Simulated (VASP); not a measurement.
Wanted: the native input for a VASP 6.6.1 run.

```yaml
Task: single point
Functional: PBE
Dispersion: D3(BJ)
Potentials_or_basis: VASP PAW PBE potentials, release 64 (Se, W_sv)
Cutoff: 520 eV
k_mesh: 9 × 9 × 1
Occupations: gaussian, width 0.05 eV
Spin: no spin polarisation
Dipole_correction: yes
Further_INCAR_settings: ALGO = Normal; EDIFF = 1e-06; NBANDS = 35
```

The structure of WSe2 lies in POSCAR:

```
WSe2
1.0
    3.2854807123      0.0000000000      0.0000000000
   -1.6427403561      2.8453097605      0.0000000000
    0.0000000000      0.0000000000     24.2386612352
Se W
4 2
Direct
    0.3333333333      0.6666666667      0.1856538179
    0.3333333333      0.6666666667      0.3246602831
    0.6666666667      1.3333333333      0.4715330812
    0.6666666667      1.3333333333      0.6105395464
    0.6666666667      0.3333333333      0.2551570505
    0.3333333333      1.6666666667      0.5410363138
```

This cell differs from its parent crystal: layers slid over each other.

The input as run:

INCAR

```
PREC = Accurate ; ENCUT = 520
EDIFF = 1E-6 ; ISMEAR = 0
SIGMA = 0.05 ; LREAL = F
LASPH = T ; NELM = 100
ALGO = Normal ; ISIF = 2
LWAVE = F ; LCHARG = F
LDIPOL = T ; IDIPOL = 3
DIPOL = 0.5 0.5 0.398 ; GGA = PE
IVDW = 12 ; NBANDS = 35
```

KPOINTS

```
regular mesh
0
Gamma
  9 9 1
```

Potentials or basis: VASP PAW PBE potentials, release 64 (Se, W_sv).

Command:

```console
$ cat potpaw_PBE.64/Se/POTCAR potpaw_PBE.64/W_sv/POTCAR > POTCAR
$ mpirun -np 1 vasp_std > vasp.out
```

It gave:

- Largest force: 0.142 eV/Å
- Band gap on the k mesh: 1.54 eV (least direct gap 1.64 eV)
- Dispersion energy per atom: -0.385 eV

Caveat: the cell differs from its parent crystal (layers slid over each other); spin-orbit coupling is left out, which moves the levels of the heavy elements.

Run time: 4.1 min on 1 thread of Intel Xeon 8259CL, on a shared host, peak memory 0.36 GiB.
